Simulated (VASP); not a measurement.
# Bi2Te3 (R-3m) in VASP: notebook, part 3 of 3

VASP 6.6.1. Earlier steps stand in the parts before.

## 5. Electric field gradients, PBE (35.23 Å³/atom)

This run uses another cell than the first one, of 35.23 Å³/atom.

Input file INCAR:

```
SYSTEM = Bi2Te3
ALGO     = Normal         ! electronic algorithm
EDIFF    = 1E-8           ! SCF threshold, eV
ENCUT    = 520            ! plane-wave cutoff, eV
GGA      = PE             ! functional
ISIF     = 2              ! what is computed and relaxed
ISMEAR   = -1             ! smearing method
LASPH    = .True.         ! aspherical terms in the spheres
LCHARG   = .False.        ! write CHGCAR
LEFG     = .True.       
LREAL    = .False.        ! projectors in reciprocal space
LWAVE    = .False.        ! write WAVECAR
NBANDS   = 32             ! bands
NELM     = 80             ! most SCF steps
PREC     = Accurate       ! precision mode
SIGMA    = 0.08           ! smearing width, eV
```

Input file KPOINTS:

```
k-points
0
Gamma
  7 7 7
  0 0 0
```

Input file POSCAR:

```
Bi2Te3
1.0
    2.2218591383      1.2827909716     10.2994441566
   -2.2218591383      1.2827909716     10.2994441566
    0.0000000000     -2.5655819432     10.2994441566
Bi Te
2 3
Direct
    0.4000000000      0.4000000000      0.4000000000
    0.6000000000      0.6000000000      0.6000000000
    0.0000000000      0.0000000000      0.0000000000
    0.2095000000      0.2095000000      0.2095000000
    0.7905000000      0.7905000000      0.7905000000
```

Potentials or basis: VASP PAW PBE potentials, release 64 (Bi_d, Te).

The run is started by

```
$ cat potpaw_PBE.64/Bi_d/POTCAR potpaw_PBE.64/Te/POTCAR > POTCAR
$ mpirun -np 1 vasp_std > vasp.out
```

OUTCAR:

```text
SYSTEM = Bi2Te3
   EDIFF = 1E-8
   ENCUT = 520
   GGA = PE
   ISIF = 2
   ISMEAR = -1
   LASPH = .True.
   LREAL = .False.
   NELM = 80
   PREC = Accurate

 ion  position               nearest neighbor table
   1  0.400  0.400  0.400-   5 3.11   5 3.11   5 3.11   3 3.29   3 3.29   3 3.29
   2  0.600  0.600  0.600-   4 3.11   4 3.11   4 3.11   3 3.29   3 3.29   3 3.29
   3  0.000  0.000  0.000-   2 3.29   2 3.29   1 3.29   1 3.29   2 3.29   1 3.29
   4  0.209  0.209  0.209-   2 3.11   2 3.11   2 3.11
   5  0.791  0.791  0.791-   1 3.11   1 3.11   1 3.11

  LATTYP: Found a trigonal (rhomboedric) cell.
 ALAT       =    10.6141773418
 COS(alpha) =     0.9123624232

  Lattice vectors:

 A1 = (   2.2218591383,   1.2827909716,  10.2994441566)
 A2 = (  -2.2218591383,   1.2827909716,  10.2994441566)
 A3 = (   0.0000000000,  -2.5655819432,  10.2994441566)

[... 1049 lines left out ...]
      0.00000      0.00000     12.35933        -0.000000      0.000000      0.121811
      0.00000      0.00000     18.53900        -0.000000     -0.000000     -0.121811
      0.00000      0.00000      0.00000         0.000000     -0.000000     -0.000000
      0.00000      0.00000      6.47320        -0.000000      0.000000      0.263716
      0.00000      0.00000     24.42513        -0.000000      0.000000     -0.263716
 -----------------------------------------------------------------------------------
    total drift:                               -0.000000     -0.000000     -0.000000

  FREE ENERGIE OF THE ION-ELECTRON SYSTEM (eV)
  ---------------------------------------------------
  free  energy   TOTEN  =       -18.3733273955 eV

  energy  without entropy=      -18.3719237681  energy(sigma->0) =      -18.37262558

 Electric field gradients (V/A^2)
---------------------------------------------------------------------
 ion       V_xx      V_yy      V_zz      V_xy      V_xz      V_yz
---------------------------------------------------------------------
   1     -12.899   -12.899    25.798     0.000     0.000     0.000
   2     -12.899   -12.899    25.798     0.000    -0.000     0.000
   3     -47.000   -47.000    93.999     0.000    -0.000    -0.000
   4      -5.357    -5.357    10.714    -0.000    -0.000    -0.000
   5      -5.357    -5.357    10.714    -0.000    -0.000    -0.000
---------------------------------------------------------------------

 Electric field gradients after diagonalization (V/A^2)
 (convention: |V_zz| > |V_xx| > |V_yy|)
----------------------------------------------------------------------
 ion       V_xx      V_yy      V_zz     asymmetry (V_yy - V_xx)/ V_zz
----------------------------------------------------------------------
   1     -12.899   -12.899    25.798       0.000
   2     -12.899   -12.899    25.798       0.000
   3     -47.000   -47.000    93.999       0.000
   4      -5.357    -5.357    10.714       0.000
   5      -5.357    -5.357    10.714       0.000
----------------------------------------------------------------------

           NMR quadrupolar parameters

 Cq : quadrupolar parameter    Cq=e*Q*V_zz/h
 eta: asymmetry parameters     (V_yy - V_xx)/ V_zz
 Q  : nuclear electric quadrupole moment in mb (millibarn)
----------------------------------------------------------------------
 ion       Cq(MHz)       eta       Q (mb)
----------------------------------------------------------------------
   1       0.062       0.000       1.000
   2       0.062       0.000       1.000
   3       0.227       0.000       1.000
   4       0.026       0.000       1.000
   5       0.026       0.000       1.000
----------------------------------------------------------------------
```

It took 38 min on 1 thread of Oxide Virtual Turin-like, shared host; peak memory 0.97 GiB.

What came out:

- Free energy: -18.3733 eV
- Pressure: -0.1 GPa
- Largest force: 0.264 eV/Å
- Band gap on the k mesh: 0.30 eV
- Largest electric field gradient by atom: Bi +25.8; Te +94.0, +10.7 (each value once) V/Å²

Forces in eV/Å, atoms in the order of the input:
```
Bi   0.000  0.000  0.122
Bi   0.000  0.000 -0.122
Te   0.000  0.000  0.000
Te   0.000  0.000  0.264
Te   0.000  0.000 -0.264
```

Levels at points of the mesh, in eV from the valence-band top:
```csv
k point,band 21,band 22,band 23,band 24,band 25,band 26,band 27,band 28
"(0.00, 0.00, 0.00)",-1.58,-0.78,-0.78,0.00,0.30,0.71,0.71,1.98
```

Electric field gradients, principal values (V/Å²):
| atom | least | middle | greatest (by size) |
| --- | --- | --- | --- |
| 1 Bi | -12.899 | -12.899 | 25.798 |
| 2 Bi | -12.899 | -12.899 | 25.798 |
| 3 Te | -47.000 | -47.000 | 93.999 |
| 4 Te | -5.357 | -5.357 | 10.714 |
| 5 Te | -5.357 | -5.357 | 10.714 |

Caveat: without QUAD_EFG the Cq values of the log hold for a quadrupole moment of 1 mb, not for the nuclei; spin-orbit coupling is left out, which moves the levels of the heavy elements; an odd mesh through Γ misses points on the zone boundary, where band edges can lie.

## 6. Summary

```csv
cell,gap on the mesh (eV),pressure (GPa),largest force (eV/Å)
"a = 10.406 Å, angles 24.2°, 5 atoms",0.27,3.1,0.10
"a = 10.511 Å, angles 24.2°, 5 atoms",0.29,1.3,0.09
"a = 10.614 Å, angles 24.2°, 5 atoms",0.30,-0.1,0.26
```

Alike in all rows: task electric field gradients; level PBE; potentials or basis VASP PAW PBE potentials, release 64 (Bi_d, Te); no spin polarisation; k mesh 7 × 7 × 7; cutoff (eV) 520; smearing fermi-dirac 0.08 eV.

Caveats: spin-orbit coupling is left out, which moves the levels of the heavy elements; an odd mesh through Γ misses points on the zone boundary, where band edges can lie; the cell stands under pressure (at least some runs).

Total energies depend on the potentials used, so only differences within one code and one set of settings carry meaning.
